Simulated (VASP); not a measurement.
Here is a VASP 6.6.1 calculation.

Contents of INCAR:

```
ALGO = Normal ; EDIFF = 1E-7
ENCUT = 520 ; GGA = PE
ISIF = 2 ; ISMEAR = 0
LASPH = T ; LCHARG = F
LREAL = F ; LWAVE = F
NBANDS = 30 ; NELM = 100
PREC = Accurate ; SIGMA = 0.1
```

KPOINTS

```
k-points
0
Gamma
  3 3 1
```

Contents of POSCAR:

```
Mg12Au
1.0
    6.4200000000      0.0000000000      0.0000000000
    3.2100000000      5.5598830000      0.0000000000
    0.0000000000      0.0000000000     16.2130400000
Mg Au
12 1
Direct
    0.0000000000      0.0000000000      0.0616786858
    0.5000000000      0.0000000000      0.0616786858
   -0.0000000450      0.5000000899      0.0616786858
    0.4999999550      0.5000000899      0.0616786858
   -0.1699885631      0.3361986214      0.2218672747
    0.3311425599      0.3339307680      0.2183608379
   -0.1699848247      0.8324497116      0.2217173337
    0.3335198297      0.8324837051      0.2217740165
   -0.0034256602      0.0007644046      0.3791001564
    0.4927916988      0.0083658235      0.3800485905
    0.0032270066      0.4977581363      0.3807465472
    0.4930427010      0.4979086790      0.3806973893
    0.6615195977      0.6708405555      0.4936973572
```

Potentials or basis: VASP PAW PBE potentials, release 64 (Mg, Au).

Command:

```sh
$ cat potpaw_PBE.64/Mg/POTCAR potpaw_PBE.64/Au/POTCAR > POTCAR
$ mpirun -np 1 vasp_std > vasp.out
```

(1) Estimate the largest force.

(2) What does it give for the band gap on the k mesh?

Answers

(1) 0.072 eV/Å.

(2) zero (an odd number of electrons rules out a gap without spin polarisation).

Caveat: the k points lie up to 0.38 Å⁻¹ apart, too coarse for converged energies and pressures of a metal; spin-orbit coupling is left out, which moves the levels of the heavy elements.
